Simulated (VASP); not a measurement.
Input of a VASP 6.6.1 run:

INCAR

```
ALGO = Normal
EDIFF = 1E-6
ENCUT = 520
GGA = PE
ISIF = 2
ISMEAR = 0
LASPH = True
LCHARG = False
LREAL = False
LWAVE = False
NBANDS = 10
NELM = 60
PREC = Accurate
SIGMA = 0.15
```

File KPOINTS:

```
k-points
0
Gamma
  16 16 16
```

The input POSCAR:

```
Na
1.0
   -2.1492625000      2.1492625000      2.1810250000
    2.1492625000     -2.1492625000      2.1810250000
    2.1492625000      2.1492625000     -2.1810250000
Na
1
Direct
    0.0000000000      0.0000000000      0.0000000000
```

Potentials or basis: VASP PAW PBE potentials, release 64 (Na_pv).

Command:

```bash
$ cat potpaw_PBE.64/Na_pv/POTCAR > POTCAR
$ mpirun -np 1 vasp_std > vasp.out
```

(1) Estimate the pressure.

Answers

(1) -0.6 GPa.

Caveat: the cell differs from its parent crystal (strain +0.015 along x and y, +0.030 along z).
